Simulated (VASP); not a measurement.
# KF (Fm-3m) in VASP: notebook, part 2 of 3

VASP 6.6.1.

**3. Electric field gradients, PBE (volume scaled by 0.9405)**

The input, INCAR:

```
ALGO = Normal
EDIFF = 1E-8
ENCUT = 520
GGA = PE
ISIF = 2
ISMEAR = -1
LASPH = T
LCHARG = F
LEFG = T
LREAL = F
LWAVE = F
NBANDS = 15
NELM = 80
PREC = Accurate
SIGMA = 0.01
```

The input, KPOINTS:

```
k-points
0
Gamma
  9 9 9
```

The input, POSCAR:

```
KF
1.0
    0.0000000000      2.6193877275      2.6193877275
    2.6193877275      0.0000000000      2.6193877275
    2.6193877275      2.6193877275      0.0000000000
K F
1 1
Direct
    0.0000000000      0.0000000000      0.0000000000
    0.5000000000      0.5000000000      0.5000000000
```

Potentials or basis: VASP PAW PBE potentials, release 64 (K_sv, F).

The run is started by

```console
> cat potpaw_PBE.64/K_sv/POTCAR potpaw_PBE.64/F/POTCAR > POTCAR
> mpirun -np 1 vasp_std > vasp.out
```

OUTCAR:

```text
EDIFF = 1E-8
   ENCUT = 520
   GGA = PE
   ISIF = 2
   ISMEAR = -1
   LASPH = T
   LREAL = F
   NELM = 80
   PREC = Accurate

 ion  position               nearest neighbor table
   1  0.000  0.000  0.000-   2 2.62   2 2.62   2 2.62   2 2.62   2 2.62   2 2.62
   2  0.500  0.500  0.500-   1 2.62   1 2.62   1 2.62   1 2.62   1 2.62   1 2.62

  LATTYP: Found a face centered cubic cell.
 ALAT       =     5.2387754550

  Lattice vectors:

 A1 = (   0.0000000000,   2.6193877275,   2.6193877275)
 A2 = (   2.6193877275,   0.0000000000,   2.6193877275)
 A3 = (   2.6193877275,   2.6193877275,   0.0000000000)

Analysis of symmetry for initial positions (statically):
=====================================================================
 Subroutine PRICEL returns:
 Original cell was already a primitive cell.

 Routine SETGRP: Setting up the symmetry group for a
 face centered cubic supercell.

 Subroutine GETGRP returns: Found 48 space group operations
[... 618 lines left out ...]
  volume of cell :       35.94
      direct lattice vectors                 reciprocal lattice vectors
     0.000000000  2.619387727  2.619387727    -0.190884303  0.190884303  0.190884303
     2.619387727  0.000000000  2.619387727     0.190884303 -0.190884303  0.190884303
     2.619387727  2.619387727  0.000000000     0.190884303  0.190884303 -0.190884303

 POSITION                                       TOTAL-FORCE (eV/Angst)
 -----------------------------------------------------------------------------------
      0.00000      0.00000      0.00000        -0.000000      0.000000     -0.000000
      2.61939      2.61939      2.61939         0.000000     -0.000000      0.000000
 -----------------------------------------------------------------------------------
    total drift:                                0.000000      0.000000      0.000000

  FREE ENERGIE OF THE ION-ELECTRON SYSTEM (eV)
  ---------------------------------------------------
  free  energy   TOTEN  =        -8.2516298033 eV

  energy  without entropy=       -8.2516298033  energy(sigma->0) =       -8.25162980

 Electric field gradients (V/A^2)
---------------------------------------------------------------------
 ion       V_xx      V_yy      V_zz      V_xy      V_xz      V_yz
---------------------------------------------------------------------
   1      -0.000    -0.000    -0.000     0.000     0.000     0.000
   2      -0.000    -0.000     0.000     0.004     0.004     0.004
---------------------------------------------------------------------

 Electric field gradients after diagonalization (V/A^2)
 (convention: |V_zz| > |V_xx| > |V_yy|)
----------------------------------------------------------------------
 ion       V_xx      V_yy      V_zz     asymmetry (V_yy - V_xx)/ V_zz
----------------------------------------------------------------------
   1      -0.000    -0.000     0.001       0.000
   2      -0.004    -0.004     0.008       0.000
----------------------------------------------------------------------

           NMR quadrupolar parameters

 Cq : quadrupolar parameter    Cq=e*Q*V_zz/h
 eta: asymmetry parameters     (V_yy - V_xx)/ V_zz
 Q  : nuclear electric quadrupole moment in mb (millibarn)
----------------------------------------------------------------------
 ion       Cq(MHz)       eta       Q (mb)
----------------------------------------------------------------------
   1       0.000       0.000       1.000
   2       0.000       0.000       1.000
----------------------------------------------------------------------
```

OSZICAR:

```text
N       E                     dE             d eps       ncg     rms          rms(c)
DAV:   1     0.109981248808E+03    0.10998E+03   -0.84498E+03  1050   0.105E+03
DAV:   2    -0.527189634936E+01   -0.11525E+03   -0.10539E+03  1373   0.285E+02
DAV:   3    -0.938102962002E+01   -0.41091E+01   -0.40903E+01  1332   0.490E+01
DAV:   4    -0.949980028900E+01   -0.11877E+00   -0.11875E+00  1445   0.769E+00
DAV:   5    -0.950128819087E+01   -0.14879E-02   -0.14879E-02  1360   0.744E-01    0.644E+00
DAV:   6    -0.827801443569E+01    0.12233E+01   -0.34082E+00  1113   0.154E+01    0.439E+00
DAV:   7    -0.825252348127E+01    0.25491E-01   -0.67175E-02  1330   0.226E+00    0.248E+00
DAV:   8    -0.824954889188E+01    0.29746E-02   -0.47854E-02  1134   0.219E+00    0.191E-01
DAV:   9    -0.825100027808E+01   -0.14514E-02   -0.39673E-03  1393   0.522E-01    0.125E-01
DAV:  10    -0.825151984169E+01   -0.51956E-03   -0.46726E-04  1127   0.193E-01    0.564E-02
DAV:  11    -0.825163268286E+01   -0.11284E-03   -0.12191E-04  1134   0.954E-02    0.206E-02
DAV:  12    -0.825162975115E+01    0.29317E-05   -0.15246E-05  1268   0.399E-02    0.440E-03
DAV:  13    -0.825162980520E+01   -0.54053E-07   -0.21988E-06  1120   0.136E-02    0.238E-03
DAV:  14    -0.825162980327E+01    0.19290E-08   -0.71021E-08  1365   0.243E-03
   1 F= -.82516298E+01 E0= -.82516298E+01  d E =-.126490E-14
```

It took 33 s on 1 thread of AMD EPYC 7R13, shared host; peak memory 0.13 GiB.

What came out:

| Item | Value |
| --- | --- |
| Free energy | -8.2516 eV |
| Pressure | 3.9 GPa |
| Band gap on the k mesh | 6.49 eV, direct |

Levels at points of the mesh, in eV from the valence-band top:
```
           k point  band 6  band 7  band 8  band 9  band 10  band 11
(0.00, 0.00, 0.00)    0.00    0.00    0.00    6.49    10.84    10.84
```

Caveat: without QUAD_EFG the Cq values of the log hold for a quadrupole moment of 1 mb, not for the nuclei.

**4. Electric field gradients, PBE (volume scaled by 0.9405)**

The input, INCAR:

```
SYSTEM = KF
PREC = Accurate ; ENCUT = 520
EDIFF = 1E-8 ; ISMEAR = -1
SIGMA = 0.01 ; LREAL = .FALSE.
LASPH = .TRUE. ; NELM = 100
ALGO = Normal ; ISIF = 2
LWAVE = .FALSE. ; LCHARG = .FALSE.
GGA = PE ; LEFG = .TRUE.
NBANDS = 15
```

The input, KPOINTS:

```
regular mesh
0
G
  9 9 9
  0 0 0
```

POSCAR is that of step 3.

Potentials or basis: VASP PAW PBE potentials, release 64 (K_sv, F).

The run is started by

```console
> cat potpaw_PBE.64/K_sv/POTCAR potpaw_PBE.64/F/POTCAR > POTCAR
> mpirun -np 1 vasp_std > vasp.out
```

OUTCAR:

```text
SYSTEM = KF
   PREC = Accurate
   ENCUT = 520
   EDIFF = 1E-8
   ISMEAR = -1
   LREAL = .FALSE.
   LASPH = .TRUE.
   NELM = 100
   ISIF = 2
   GGA = PE

 ion  position               nearest neighbor table
   1  0.000  0.000  0.000-   2 2.62   2 2.62   2 2.62   2 2.62   2 2.62   2 2.62
   2  0.500  0.500  0.500-   1 2.62   1 2.62   1 2.62   1 2.62   1 2.62   1 2.62

  LATTYP: Found a face centered cubic cell.
 ALAT       =     5.2387754550

  Lattice vectors:

 A1 = (   0.0000000000,   2.6193877275,   2.6193877275)
 A2 = (   2.6193877275,   0.0000000000,   2.6193877275)
 A3 = (   2.6193877275,   2.6193877275,   0.0000000000)

Analysis of symmetry for initial positions (statically):
=====================================================================
 Subroutine PRICEL returns:
 Original cell was already a primitive cell.

 Routine SETGRP: Setting up the symmetry group for a
 face centered cubic supercell.

 Subroutine GETGRP returns: Found 48 space group operations
 (whereof 48 operations were pure point group operations)
 out of a pool of 48 trial point group operations.

The static configuration has the point symmetry O_h .

Analysis of symmetry for dynamics (positions and initial velocities):
=====================================================================
 Subroutine PRICEL returns:
 Original cell was already a primitive cell.

 Routine SETGRP: Setting up the symmetry group for a
 face centered cubic supercell.

 Subroutine GETGRP returns: Found 48 space group operations
 (whereof 48 operations were pure point group operations)
 out of a pool of 48 trial point group operations.

The dynamic configuration has the point symmetry O_h .
[... 165 lines left out ...]
     11       8.2050      0.00000
     12       8.2050      0.00000
     13       9.9584      0.00000
     14       9.9584      0.00000
[... 401 lines left out ...]
      2     -21.3609      2.00000
      3     -12.4525      2.00000
      4     -12.0639      2.00000
      5     -12.0639      2.00000
      6      -2.8559      2.00000
      7      -2.6796      2.00000
      8      -2.6796      2.00000
      9       5.6611      0.00000
     10       7.8173      0.00000
     11       9.7212      0.00000
     12      11.2457      0.00000
     13      11.7810      0.00000
     14      11.7810      0.00000
     15      14.1984      0.00000

 [... further k-points ...]
[... 5 lines left out ...]
  --------------------------------------------------------------------------------------
  -------------------------------------------------------------------------------------
  Total        0.8761925      0.8761925      0.8761925     -0.0000000     -0.0000000      0.0000000
  in kB       39.0553683     39.0553683     39.0553683     -0.0000000     -0.0000000      0.0000000
  external PRESSURE =      39.0553683 kB  Pullay stress =       0.0000000 kB

 VOLUME and BASIS-vectors are now :
 -----------------------------------------------------------------------------
  energy-cutoff  :      520.00
  volume of cell :       35.94
      direct lattice vectors                 reciprocal lattice vectors
     0.000000000  2.619387727  2.619387727    -0.190884303  0.190884303  0.190884303
     2.619387727  0.000000000  2.619387727     0.190884303 -0.190884303  0.190884303
     2.619387727  2.619387727  0.000000000     0.190884303  0.190884303 -0.190884303

 POSITION                                       TOTAL-FORCE (eV/Angst)
 -----------------------------------------------------------------------------------
      0.00000      0.00000      0.00000        -0.000000      0.000000     -0.000000
      2.61939      2.61939      2.61939         0.000000     -0.000000      0.000000
 -----------------------------------------------------------------------------------
    total drift:                                0.000000      0.000000      0.000000

  FREE ENERGIE OF THE ION-ELECTRON SYSTEM (eV)
  ---------------------------------------------------
  free  energy   TOTEN  =        -8.2516298033 eV

  energy  without entropy=       -8.2516298033  energy(sigma->0) =       -8.25162980

 Electric field gradients (V/A^2)
---------------------------------------------------------------------
 ion       V_xx      V_yy      V_zz      V_xy      V_xz      V_yz
---------------------------------------------------------------------
   1      -0.000    -0.000    -0.000     0.000     0.000     0.000
   2      -0.000    -0.000     0.000     0.004     0.004     0.004
---------------------------------------------------------------------

 Electric field gradients after diagonalization (V/A^2)
 (convention: |V_zz| > |V_xx| > |V_yy|)
----------------------------------------------------------------------
 ion       V_xx      V_yy      V_zz     asymmetry (V_yy - V_xx)/ V_zz
----------------------------------------------------------------------
   1      -0.000    -0.000     0.001       0.000
   2      -0.004    -0.004     0.008       0.000
----------------------------------------------------------------------

           NMR quadrupolar parameters

 Cq : quadrupolar parameter    Cq=e*Q*V_zz/h
 eta: asymmetry parameters     (V_yy - V_xx)/ V_zz
 Q  : nuclear electric quadrupole moment in mb (millibarn)
----------------------------------------------------------------------
 ion       Cq(MHz)       eta       Q (mb)
----------------------------------------------------------------------
   1       0.000       0.000       1.000
   2       0.000       0.000       1.000
----------------------------------------------------------------------
```

OSZICAR:

```text
N       E                     dE             d eps       ncg     rms          rms(c)
DAV:   1     0.109981248808E+03    0.10998E+03   -0.84498E+03  1050   0.105E+03
DAV:   2    -0.527189634936E+01   -0.11525E+03   -0.10539E+03  1373   0.285E+02
DAV:   3    -0.938102962002E+01   -0.41091E+01   -0.40903E+01  1332   0.490E+01
DAV:   4    -0.949980028900E+01   -0.11877E+00   -0.11875E+00  1445   0.769E+00
DAV:   5    -0.950128819087E+01   -0.14879E-02   -0.14879E-02  1360   0.744E-01    0.644E+00
DAV:   6    -0.827801443569E+01    0.12233E+01   -0.34082E+00  1113   0.154E+01    0.439E+00
DAV:   7    -0.825252348127E+01    0.25491E-01   -0.67175E-02  1330   0.226E+00    0.248E+00
DAV:   8    -0.824954889188E+01    0.29746E-02   -0.47854E-02  1134   0.219E+00    0.191E-01
DAV:   9    -0.825100027808E+01   -0.14514E-02   -0.39673E-03  1393   0.522E-01    0.125E-01
DAV:  10    -0.825151984169E+01   -0.51956E-03   -0.46726E-04  1127   0.193E-01    0.564E-02
DAV:  11    -0.825163268286E+01   -0.11284E-03   -0.12191E-04  1134   0.954E-02    0.206E-02
DAV:  12    -0.825162975115E+01    0.29317E-05   -0.15246E-05  1268   0.399E-02    0.440E-03
DAV:  13    -0.825162980520E+01   -0.54053E-07   -0.21988E-06  1120   0.136E-02    0.238E-03
DAV:  14    -0.825162980327E+01    0.19290E-08   -0.71021E-08  1365   0.243E-03
   1 F= -.82516298E+01 E0= -.82516298E+01  d E =-.126490E-14
```

stdout:

```text
POSCAR found type information on POSCAR K F
 POSCAR found :  2 types and       2 ions
 scaLAPACK will be used
 LDA part: xc-table for (Slater+PW92), standard interpolation
 POSCAR, INCAR and KPOINTS ok, starting setup
 FFT: planning ... GRIDC
 FFT: planning ... GRID_SOFT
 FFT: planning ... GRID
 WAVECAR not read
 entering main loop
ion   1

ion   2
```

Wall time 50 s (1 thread of AMD EPYC 7R13, shared host); peak memory 0.13 GiB.

What came out:

| Property | Result |
| --- | --- |
| Free energy | -8.2516 eV |
| Pressure | 3.9 GPa |
| Band gap on the k mesh | 6.49 eV, direct |

Caveat: without QUAD_EFG the Cq values of the log hold for a quadrupole moment of 1 mb, not for the nuclei. A k mesh can miss the band edges.

**5. Electric field gradients, PBE (volume scaled by 0.97)**

INCAR is that of step 4.

The input, KPOINTS:

```
Automatic mesh
0
G
  9 9 9
  0 0 0
```

The input, POSCAR:

```
KF
1.0
    0.0000000000      2.6464931030      2.6464931030
    2.6464931030      0.0000000000      2.6464931030
    2.6464931030      2.6464931030      0.0000000000
K F
1 1
Direct
    0.0000000000      0.0000000000      0.0000000000
    0.5000000000      0.5000000000      0.5000000000
```

Potentials or basis: VASP PAW PBE potentials, release 64 (K_sv, F).

The run is started by

```console
> cat potpaw_PBE.64/K_sv/POTCAR potpaw_PBE.64/F/POTCAR > POTCAR
> mpirun -np 1 vasp_std > vasp.out
```

OUTCAR:

```text
SYSTEM = KF
   PREC = Accurate
   ENCUT = 520
   EDIFF = 1E-8
   ISMEAR = -1
   LREAL = .FALSE.
   LASPH = .TRUE.
   NELM = 100
   ISIF = 2
   GGA = PE

 ion  position               nearest neighbor table
   1  0.000  0.000  0.000-   2 2.65   2 2.65   2 2.65   2 2.65   2 2.65   2 2.65
   2  0.500  0.500  0.500-   1 2.65   1 2.65   1 2.65   1 2.65   1 2.65   1 2.65

  LATTYP: Found a face centered cubic cell.
 ALAT       =     5.2929862060

  Lattice vectors:

 A1 = (   0.0000000000,   2.6464931030,   2.6464931030)
 A2 = (   2.6464931030,   0.0000000000,   2.6464931030)
 A3 = (   2.6464931030,   2.6464931030,   0.0000000000)

Analysis of symmetry for initial positions (statically):
=====================================================================
 Subroutine PRICEL returns:
 Original cell was already a primitive cell.

 Routine SETGRP: Setting up the symmetry group for a
 face centered cubic supercell.

 Subroutine GETGRP returns: Found 48 space group operations
 (whereof 48 operations were pure point group operations)
 out of a pool of 48 trial point group operations.

The static configuration has the point symmetry O_h .

Analysis of symmetry for dynamics (positions and initial velocities):
=====================================================================
 Subroutine PRICEL returns:
 Original cell was already a primitive cell.

 Routine SETGRP: Setting up the symmetry group for a
 face centered cubic supercell.

 Subroutine GETGRP returns: Found 48 space group operations
 (whereof 48 operations were pure point group operations)
 out of a pool of 48 trial point group operations.

The dynamic configuration has the point symmetry O_h .
[... 165 lines left out ...]
     11       8.0322      0.00000
     12       8.0322      0.00000
     13       9.7427      0.00000
     14       9.7427      0.00000
[... 401 lines left out ...]
      2     -21.4243      2.00000
      3     -12.5905      2.00000
      4     -12.2376      2.00000
      5     -12.2376      2.00000
      6      -2.9614      2.00000
      7      -2.7773      2.00000
      8      -2.7773      2.00000
      9       5.5491      0.00000
     10       7.5399      0.00000
     11       9.3906      0.00000
     12      10.9917      0.00000
     13      11.4983      0.00000
     14      11.4983      0.00000
     15      13.7426      0.00000

 [... further k-points ...]
[... 5 lines left out ...]
  --------------------------------------------------------------------------------------
  -------------------------------------------------------------------------------------
  Total        0.5862309      0.5862309      0.5862309      0.0000000      0.0000000     -0.0000000
  in kB       25.3359378     25.3359378     25.3359378      0.0000000      0.0000000     -0.0000000
  external PRESSURE =      25.3359378 kB  Pullay stress =       0.0000000 kB

 VOLUME and BASIS-vectors are now :
 -----------------------------------------------------------------------------
  energy-cutoff  :      520.00
  volume of cell :       37.07
      direct lattice vectors                 reciprocal lattice vectors
     0.000000000  2.646493103  2.646493103    -0.188929266  0.188929266  0.188929266
     2.646493103  0.000000000  2.646493103     0.188929266 -0.188929266  0.188929266
     2.646493103  2.646493103  0.000000000     0.188929266  0.188929266 -0.188929266

 POSITION                                       TOTAL-FORCE (eV/Angst)
 -----------------------------------------------------------------------------------
      0.00000      0.00000      0.00000         0.000000     -0.000000     -0.000000
      2.64649      2.64649      2.64649        -0.000000      0.000000      0.000000
 -----------------------------------------------------------------------------------
    total drift:                                0.000000      0.000000      0.000000

  FREE ENERGIE OF THE ION-ELECTRON SYSTEM (eV)
  ---------------------------------------------------
  free  energy   TOTEN  =        -8.2756150734 eV

  energy  without entropy=       -8.2756150734  energy(sigma->0) =       -8.27561507

 Electric field gradients (V/A^2)
---------------------------------------------------------------------
 ion       V_xx      V_yy      V_zz      V_xy      V_xz      V_yz
---------------------------------------------------------------------
   1      -0.000     0.000    -0.000     0.000     0.000     0.000
   2       0.000     0.000     0.000     0.006     0.006     0.006
---------------------------------------------------------------------

 Electric field gradients after diagonalization (V/A^2)
 (convention: |V_zz| > |V_xx| > |V_yy|)
----------------------------------------------------------------------
 ion       V_xx      V_yy      V_zz     asymmetry (V_yy - V_xx)/ V_zz
----------------------------------------------------------------------
   1      -0.000    -0.000     0.001       0.000
   2      -0.006    -0.006     0.012       0.000
----------------------------------------------------------------------

           NMR quadrupolar parameters

 Cq : quadrupolar parameter    Cq=e*Q*V_zz/h
 eta: asymmetry parameters     (V_yy - V_xx)/ V_zz
 Q  : nuclear electric quadrupole moment in mb (millibarn)
----------------------------------------------------------------------
 ion       Cq(MHz)       eta       Q (mb)
----------------------------------------------------------------------
   1       0.000       0.000       1.000
   2       0.000       0.000       1.000
----------------------------------------------------------------------
```

Run time: 48 s. Hardware: 1 thread of AMD EPYC 7R13, shared host; peak memory 0.13 GiB.

What came out:

```yaml
Free_energy: -8.2756 eV
Pressure: 2.5 GPa
Band_gap_on_the_k_mesh: 6.32 eV, direct
```

Levels at points of the mesh, in eV from the valence-band top:
| k point | band 4 | band 5 | band 6 | band 7 | band 8 | band 9 | band 10 | band 11 | band 12 | band 13 |
| --- | --- | --- | --- | --- | --- | --- | --- | --- | --- | --- |
| (0.00, 0.00, 0.00) | -9.29 | -9.29 | 0.00 | 0.00 | 0.00 | 6.32 | 10.76 | 10.76 | 10.76 | 12.47 |

Caveat: without QUAD_EFG the Cq values of the log hold for a quadrupole moment of 1 mb, not for the nuclei. A k mesh can miss the band edges.

(Continued in part 3 of 3.)
